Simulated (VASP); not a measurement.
# Pd: single point with PBEsol

Pd:

```xyz
1
Lattice="-1.5418 1.5418 1.5418 1.5418 -1.5418 1.5418 1.5418 1.5418 -1.5418" Properties=species:S:1:pos:R:3 pbc="T T T"
Pd    0.0000    0.0000    0.0000
```

```json
{
  "Program": "VASP 6.6.1",
  "Task": "single point",
  "Functional": "PBEsol",
  "Potentials or basis": "VASP PAW PBE potentials, release 64 (Pd)",
  "Cutoff": "500 eV",
  "k mesh": "6 × 6 × 6",
  "Occupations": "gaussian, width 0.1 eV",
  "Spin": "no spin polarisation",
  "Dipole correction": "no",
  "Further INCAR settings": "ALGO = Normal; EDIFF = 1e-06; NBANDS = 11"
}
```

```yaml
Pressure: -0.8 GPa
Band_gap_on_the_k_mesh: zero (band 5 reaches 10.32 eV, above the bottom of band 6 at 8.74 eV)
```

Levels at points of the mesh, in eV from the Fermi level:
| k point | band 1 | band 2 | band 3 | band 4 | band 5 | band 6 | band 7 | band 8 | band 9 | band 10 |
| --- | --- | --- | --- | --- | --- | --- | --- | --- | --- | --- |
| (0.00, 0.00, 0.00) | -7.00 | -2.75 | -2.75 | -2.75 | -0.71 | -0.71 | 19.62 | 19.62 | 19.62 | 26.47 |
| (0.50, 0.00, 0.00) | -5.14 | -3.97 | -0.79 | -0.46 | 0.88 | 1.58 | 8.23 | 15.38 | 18.13 | 24.74 |
| (0.50, 0.50, 0.50) | -5.06 | -5.06 | 0.48 | 0.48 | 0.48 | 9.45 | 9.45 | 9.45 | 18.03 | 18.03 |

Wall time 1.8 s on 1 thread of Intel(R) Xeon(R) 6975P-C (Granite Rapids) (shared host), peak memory 0.12 GiB.

Caveat: the k points lie up to 0.48 Å⁻¹ apart; the PAW data sets were made with another functional, which shifts forces and pressure a little.
